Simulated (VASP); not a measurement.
# WF3 (Pm-3m) in VASP: notebook

WF3 is run at these levels: PBE; tasks: relaxation of cell and atoms, single point.

Program: VASP 6.6.1. These are calculated values, not measurements. Logs are shortened: lines on timing, memory, paths and dates and some standing lists are left out, and cuts for length are marked.

## (1) The cell of the first run

It takes space group Pm-3m (No. 221, cubic). The conventional cell has a = 3.855 Å, b = 3.855 Å, c = 3.855 Å, α = 90.00°, β = 90.00°, γ = 90.00°. Within 3.6 Å of W (site symmetry m-3m) lie 12 F at 2.73 Å. F (site symmetry 4/mmm) has 4 W at 2.73 Å and 8 F at 2.73 Å within 3.6 Å.

The cell was generated, and may not be a known phase.

## (2) Relaxation of cell and atoms, PBE, collinear spin

Contents of INCAR:

```
PREC = Accurate
ENCUT = 600
EDIFF = 1E-6
ISMEAR = 0
SIGMA = 0.1
LREAL = F
LASPH = T
NELM = 150
ALGO = Normal
ISIF = 3
LWAVE = F
LCHARG = F
ISPIN = 2
MAGMOM = 2.05 0.06 0.06 0.06
LORBIT = 11
LMAXMIX = 4
GGA = PE
IBRION = 2
NSW = 90
EDIFFG = -0.04
```

Contents of KPOINTS:

```
regular mesh
0
Gamma
  4 4 4
```

Contents of POSCAR:

```
WF3
1.0
    3.8552265100      0.0000000000      0.0000000000
    0.0000000000      3.8552265100      0.0000000000
    0.0000000000      0.0000000000      3.8552265100
W F
1 3
Direct
    0.5000000000      0.5000000000      0.5000000000
    0.5000000000      0.0000000000      0.0000000000
    0.0000000000      0.5000000000      0.0000000000
    0.0000000000      0.0000000000      0.5000000000
```

Potentials or basis: VASP PAW PBE potentials, release 64 (W_sv, F).

On the command line:

```
> cat potpaw_PBE.64/W_sv/POTCAR potpaw_PBE.64/F/POTCAR > POTCAR
> mpirun -np 1 vasp_std > vasp.out
```

OUTCAR:

```text
PREC = Accurate
   ENCUT = 600
   EDIFF = 1E-6
   ISMEAR = 0
   LREAL = F
   LASPH = T
   NELM = 150
   ISIF = 3
   ISPIN = 2
   LORBIT = 11
   GGA = PE
   IBRION = 2
   NSW = 90
   EDIFFG = -0.04

 ion  position               nearest neighbor table
   1  0.500  0.500  0.500-
   2  0.500  0.000  0.000-
   3  0.000  0.500  0.000-
   4  0.000  0.000  0.500-

  LATTYP: Found a simple cubic cell.
 ALAT       =     3.8552265100

  Lattice vectors:

 A1 = (   3.8552265100,   0.0000000000,   0.0000000000)
 A2 = (   0.0000000000,   3.8552265100,   0.0000000000)
 A3 = (   0.0000000000,   0.0000000000,   3.8552265100)

Analysis of symmetry for initial positions (statically):
=====================================================================
 Subroutine PRICEL returns:
 Original cell was already a primitive cell.

 Routine SETGRP: Setting up the symmetry group for a
 simple cubic supercell.

 Subroutine GETGRP returns: Found 48 space group operations
 (whereof 48 operations were pure point group operations)
 out of a pool of 48 trial point group operations.

The static configuration has the point symmetry O_h .

Analysis of symmetry for dynamics (positions and initial velocities):
=====================================================================
 Subroutine PRICEL returns:
 Original cell was already a primitive cell.

 Routine SETGRP: Setting up the symmetry group for a
 simple cubic supercell.

 Subroutine GETGRP returns: Found 48 space group operations
 (whereof 48 operations were pure point group operations)
 out of a pool of 48 trial point group operations.

The dynamic configuration has the point symmetry O_h .

Analysis of structural, dynamic, and magnetic symmetry:
=====================================================================
 Subroutine PRICEL returns:
 Original cell was already a primitive cell.

 Routine SETGRP: Setting up the symmetry group for a
 simple cubic supercell.

 Subroutine GETGRP returns: Found 48 space group operations
 (whereof 48 operations were pure point group operations)
 out of a pool of 48 trial point group operations.

The overall configuration has the point symmetry O_h .

 Subroutine INISYM returns: Found 48 space group operations
 (whereof 48 operations are pure point group operations),
 and found     1 'primitive' translations

----------------------------------------------------------------------------------------

                                     Primitive cell

  volume of cell :      57.2994

  direct lattice vectors                    reciprocal lattice vectors
     3.855226510  0.000000000  0.000000000     0.259388131  0.000000000  0.000000000
     0.000000000  3.855226510  0.000000000     0.000000000  0.259388131  0.000000000
     0.000000000  0.000000000  3.855226510     0.000000000  0.000000000  0.259388131

  length of vectors
     3.855226510  3.855226510  3.855226510     0.259388131  0.259388131  0.259388131

  position of ions in fractional coordinates (direct lattice)
     0.500000000  0.500000000  0.500000000
     0.500000000  0.000000000  0.000000000
     0.000000000  0.500000000  0.000000000
     0.000000000  0.000000000  0.500000000

  ion indices of the primitive-cell ions
   primitive index   ion index
                 1           1
                 2           2
                 3           3
                 4           4

----------------------------------------------------------------------------------------

 KPOINTS: regular mesh

Automatic generation of k-mesh.
[... 87 lines left out ...]
 maximum number of plane-waves:      1936
 NGX is ok and might be reduce to    32
   NGX = 15   NGY = 15   NGZ = 15

--------------------------------------- Ionic step        1  -------------------------------------------

 number of electron      34.9999957 magnetization       2.9995064

 Free energy of the ion-electron system (eV)
  ---------------------------------------------------
  ext. energy  EPLUGINS =         0.00000000
  ---------------------------------------------------
  free energy    TOTEN  =       -19.90176063 eV

  energy without entropy =      -19.87473068  energy(sigma->0) =      -19.88824566

 E-fermi :   2.0741     XC(G=0): -10.1926

 val. band max:        2.0292133486   @ k =   0.5000   0.5000   0.2500
 cond. band min:       2.1136305276   @ k =   0.2500   0.2500   0.0000
 fundamental gap:      0.0844171790
 Fermi energy:         2.0741351800

 spin component 1

 k-point     1 :       0.0000    0.0000    0.0000
  band No.  band energies     occupation
      1     -74.0573      1.00000
      2     -38.2735      1.00000
      3     -38.2735      1.00000
      4     -38.2735      1.00000
      5     -20.1695      1.00000
      6     -19.2939      1.00000
[... 492 lines left out ...]
     21       4.2997      0.00000
     22       6.0180      0.00000

------------------------ aborting loop because EDIFF is reached ----------------------------------------

  FORCE on cell =-STRESS in cart. coord.  units (eV):
  Direction    XX          YY          ZZ          XY          YZ          ZX
  --------------------------------------------------------------------------------------
  -------------------------------------------------------------------------------------
  Total       -8.7523022     -8.7523022     -8.7523022     -0.0000000     -0.0000000     -0.0000000
  in kB     -244.7277330   -244.7277330   -244.7277330     -0.0000000     -0.0000000     -0.0000000
  external PRESSURE =    -244.7277330 kB  Pullay stress =       0.0000000 kB

 VOLUME and BASIS-vectors are now :
 -----------------------------------------------------------------------------
  energy-cutoff  :      600.00
  volume of cell :       57.30
      direct lattice vectors                 reciprocal lattice vectors
     3.855226510  0.000000000  0.000000000     0.259388131  0.000000000  0.000000000
     0.000000000  3.855226510  0.000000000     0.000000000  0.259388131  0.000000000
     0.000000000  0.000000000  3.855226510     0.000000000  0.000000000  0.259388131

 POSITION                                       TOTAL-FORCE (eV/Angst)
 -----------------------------------------------------------------------------------
      1.92761      1.92761      1.92761         0.000000      0.000000      0.000000
      1.92761      0.00000      0.00000         0.000000      0.000000      0.000000
      0.00000      1.92761      0.00000         0.000000      0.000000      0.000000
      0.00000      0.00000      1.92761         0.000000      0.000000      0.000000
 -----------------------------------------------------------------------------------
    total drift:                                0.000000      0.000000     -0.000000

  FREE ENERGIE OF THE ION-ELECTRON SYSTEM (eV)
  ---------------------------------------------------
  free  energy   TOTEN  =       -19.9017606292 eV

  energy  without entropy=      -19.8747306815  energy(sigma->0) =      -19.88824566

--------------------------------------- Ionic step        2  -------------------------------------------

 number of electron      35.0000011 magnetization       2.7504027

 Free energy of the ion-electron system (eV)
  ---------------------------------------------------
  ext. energy  EPLUGINS =         0.00000000
  ---------------------------------------------------
  free energy    TOTEN  =       -21.60844834 eV

  energy without entropy =      -21.58651097  energy(sigma->0) =      -21.59747965

 E-fermi :   6.8310     XC(G=0): -12.0476

 val. band max:        6.7829013541   @ k =   0.5000   0.5000   0.2500
 cond. band min:       6.8485619528   @ k =   0.2500   0.2500   0.0000
 fundamental gap:      0.0656605986
 Fermi energy:         6.8309749197

 spin component 1

 k-point     1 :       0.0000    0.0000    0.0000
  band No.  band energies     occupation
      1     -69.6676      1.00000
      2     -33.9170      1.00000
      3     -33.9170      1.00000
      4     -33.9170      1.00000
      5     -18.8815      1.00000
      6     -16.9345      1.00000
[... 492 lines left out ...]
     21       8.8237      0.00000
     22      11.5671      0.00000

------------------------ aborting loop because EDIFF is reached ----------------------------------------

  FORCE on cell =-STRESS in cart. coord.  units (eV):
  Direction    XX          YY          ZZ          XY          YZ          ZX
  --------------------------------------------------------------------------------------
  -------------------------------------------------------------------------------------
  Total       -0.0329755     -0.0329755     -0.0329755      0.0000000      0.0000000     -0.0000000
  in kB       -1.2885377     -1.2885377     -1.2885377      0.0000000      0.0000000     -0.0000000
  external PRESSURE =      -1.2885377 kB  Pullay stress =       0.0000000 kB

 VOLUME and BASIS-vectors are now :
 -----------------------------------------------------------------------------
  energy-cutoff  :      600.00
  volume of cell :       41.00
      direct lattice vectors                 reciprocal lattice vectors
     3.448274306 -0.000000000 -0.000000000     0.290000131  0.000000000  0.000000000
    -0.000000000  3.448274306  0.000000000     0.000000000  0.290000131  0.000000000
    -0.000000000 -0.000000000  3.448274306     0.000000000 -0.000000000  0.290000131

 POSITION                                       TOTAL-FORCE (eV/Angst)
 -----------------------------------------------------------------------------------
      1.72414      1.72414      1.72414        -0.000000     -0.000000      0.000000
      1.72414     -0.00000     -0.00000         0.000000      0.000000      0.000000
     -0.00000      1.72414      0.00000         0.000000      0.000000      0.000000
     -0.00000     -0.00000      1.72414         0.000000     -0.000000      0.000000
 -----------------------------------------------------------------------------------
    total drift:                                0.000000      0.000000     -0.000000

  FREE ENERGIE OF THE ION-ELECTRON SYSTEM (eV)
  ---------------------------------------------------
  free  energy   TOTEN  =       -21.6084483412 eV

  energy  without entropy=      -21.5865109651  energy(sigma->0) =      -21.59747965

 reached required accuracy - stopping structural energy minimisation

 total charge

# of ion       s       p       d       tot
------------------------------------------
    1        2.166   6.083   3.080  11.328
    2        1.747   4.317   0.000   6.064
    3        1.747   4.317   0.000   6.064
    4        1.747   4.317   0.000   6.064
--------------------------------------------------
tot          7.408  19.033   3.080  29.521

 magnetization (x)

# of ion       s       p       d       tot
------------------------------------------
    1        0.041   0.018   2.247   2.305
    2        0.011   0.017   0.000   0.028
    3        0.011   0.017   0.000   0.028
    4        0.011   0.017   0.000   0.028
--------------------------------------------------
tot          0.073   0.070   2.247   2.390
```

Run time: 80 s. Hardware: 1 thread of AMD EPYC 7R43 (Zen 3), shared host; peak memory 0.19 GiB.

Results:

* Free energy: -21.6084 eV
* Relaxed volume: 10.25 Å³/atom
* Relaxed cell: a = 3.448 Å, b = 3.448 Å, c = 3.448 Å, α = 90.00°, β = 90.00°, γ = 90.00°
* Space group after relaxing (to 0.1 Å): Pm-3m (No. 221)
* Energy gained by relaxing: 426.7 meV/atom
* Ionic steps: 2
* Pressure after relaxing: -0.1 GPa
* Net moment: 2.75 μB per cell
* Site moments: W +2.31; F +0.03 μB
* Valence electrons inside the program's atomic spheres: W 11.33; F 6.06

Step by step:
```tsv
step	energy change (eV)	largest force (eV/Å)	pressure (GPa)	volume (Å³)
1	0.0000	0.0000	-24.47	57.30
2	-1.7067	0.0000	-0.13	41.00
```

Final structure:
```xyz
4
Lattice="3.4483 0.0000 0.0000 0.0000 3.4483 0.0000 0.0000 0.0000 3.4483" Properties=species:S:1:pos:R:3 pbc="T T T"
W     1.7241    1.7241    1.7241
F     1.7241    0.0000    0.0000
F     0.0000    1.7241    0.0000
F     0.0000    0.0000    1.7241
```

Caveat: the k points lie up to 0.46 Å⁻¹ apart in the final cell; the volume moved by over 15 % at a fixed basis, so the end points are rough; the highest band is partly filled, so the run has too few bands; spin-orbit coupling is left out, which moves the levels of the heavy elements.

## (3) Relaxation of cell and atoms, PBE, collinear spin

This run uses another cell than the first one, of 10.24 Å³/atom.

Contents of INCAR:

```
PREC = Accurate ; ENCUT = 600
EDIFF = 1E-6 ; ISMEAR = 0
SIGMA = 0.1 ; LREAL = F
LASPH = T ; NELM = 150
ALGO = Normal ; ISIF = 3
LWAVE = F ; LCHARG = F
ISPIN = 2 ; MAGMOM = 2.05 0 0 0
LORBIT = 11 ; LMAXMIX = 4
GGA = PE ; IBRION = 2
NSW = 90 ; EDIFFG = -0.04
```

Contents of KPOINTS:

```
Automatic mesh
0
Gamma
  6 6 6
```

Contents of POSCAR:

```
WF3
1.0
    3.4469670491      0.0000000000      0.0000000000
    0.0000000000      3.4469670491      0.0000000000
    0.0000000000      0.0000000000      3.4469670491
W F
1 3
Direct
    0.5000000000      0.5000000000      0.5000000000
    0.5000000000      0.0000000000      0.0000000000
    0.0000000000      0.5000000000      0.0000000000
    0.0000000000      0.0000000000      0.5000000000
```

Potentials or basis: VASP PAW PBE potentials, release 64 (W_sv, F).

On the command line:

```
> cat potpaw_PBE.64/W_sv/POTCAR potpaw_PBE.64/F/POTCAR > POTCAR
> mpirun -np 1 vasp_std > vasp.out
```

Wall time 53 s (1 thread of AMD EPYC 7R43 (Zen 3), shared host); peak memory 0.16 GiB.

The run converged. Its results:

```
Free energy                                           : -21.6574 eV
Pressure after relaxing                               : -0.2 GPa
Net moment                                            : 2.87 μB per cell
Site moments                                          : W +2.42; F +0.02 μB
Valence electrons inside the program's atomic spheres : W 11.34; F 6.06
```

Final structure:
```
W F
1.0
     3.44697    0.00000    0.00000
     0.00000    3.44697    0.00000
     0.00000    0.00000    3.44697
W F
1 3
Direct
  0.50000 0.50000 0.50000
  0.50000 0.00000 0.00000
  0.00000 0.50000 0.00000
  0.00000 0.00000 0.50000
```

Levels at points of the mesh, in eV from the Fermi level:
Spin up:
| k point | band 17 | band 18 | band 19 | band 20 | band 21 | band 22 |
| --- | --- | --- | --- | --- | --- | --- |
| (0.00, 0.00, 0.00) | -2.86 | -2.86 | -0.86 | -0.86 | -0.86 | -0.33 |
| (0.50, 0.00, 0.00) | -1.04 | -0.74 | -0.18 | 1.29 | 1.29 | 4.84 |
| (0.50, 0.50, 0.00) | -0.48 | -0.40 | 0.67 | 1.26 | 1.26 | 5.53 |
| (0.50, 0.50, 0.50) | -0.98 | -0.98 | -0.98 | -0.06 | -0.06 | 3.33 |
Spin down:
```
           k point  band 14  band 15  band 16  band 17  band 18  band 19
(0.00, 0.00, 0.00)    -3.44    -3.44    -3.44    -0.71    -0.71     1.04
(0.50, 0.00, 0.00)    -4.87    -3.86    -3.86     1.12     1.19     1.48
(0.50, 0.50, 0.00)    -4.72    -4.32    -3.13     1.38     1.63     2.85
(0.50, 0.50, 0.50)    -4.07    -3.10    -3.10     0.84     0.84     0.84
```

Caveat: the relaxation stopped at its first step, so nothing moved; the highest band is partly filled, so the run has too few bands; spin-orbit coupling is left out, which moves the levels of the heavy elements.

(Part 1 of 2 ends here.)
